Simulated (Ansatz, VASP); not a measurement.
# One calculation of ZrTiSe3, two programs

```
CELL_PARAMETERS angstrom
5.17419 0.00000 0.00000
0.00000 5.17419 0.00000
0.00000 0.00000 5.17419
ATOMIC_POSITIONS crystal
Zr 0.50000 0.50000 0.50000
Ti 0.00000 0.00000 0.00000
Se 0.00000 0.50000 0.50000
Se 0.50000 0.00000 0.50000
Se 0.50000 0.50000 0.00000
```

Change from the starting cell: species swapped into the Sr3BiP type (Pm-3m, No. 221).

Alike in both runs: functional PBE; k mesh 8 × 8 × 8; occupations gaussian, width 0.1 eV; collinear spin.

Ansatz relaxed the structure, and its values are those at the end. VASP's run is a single point on that final structure, the one shown.

```csv
,VASP,Ansatz
version,VASP 6.6.1,Ansatz 0.2.0
potentials or method,"VASP PAW PBE potentials, release 64 (Zr_sv, Ti_sv, Se), cutoff 520 eV","scalar-relativistic, plane waves, PAW"
valence electrons in the cell,42,72
```

```csv
,VASP,Ansatz,Ansatz less VASP
gap on the k mesh at the Fermi level (eV),none,none,-
pressure (GPa),0.1,0.0,-0.05
net moment per atom (μB),0.39,0.39,0.000
size of the moment on the site where the two differ most (μB),1.80,2.05,+0.241
```

Site moments also hang on the region over which each program counts them. A gap of «none» marks a metal or a gap that the smearing closes. The functional is the same, so the differences come from potentials, cutoffs and numerics. VASP's potentials hold 42 valence electrons a cell and Ansatz's 72, so a difference there can come from the potentials and not from the codes. Ansatz's warnings: given moment on shells.
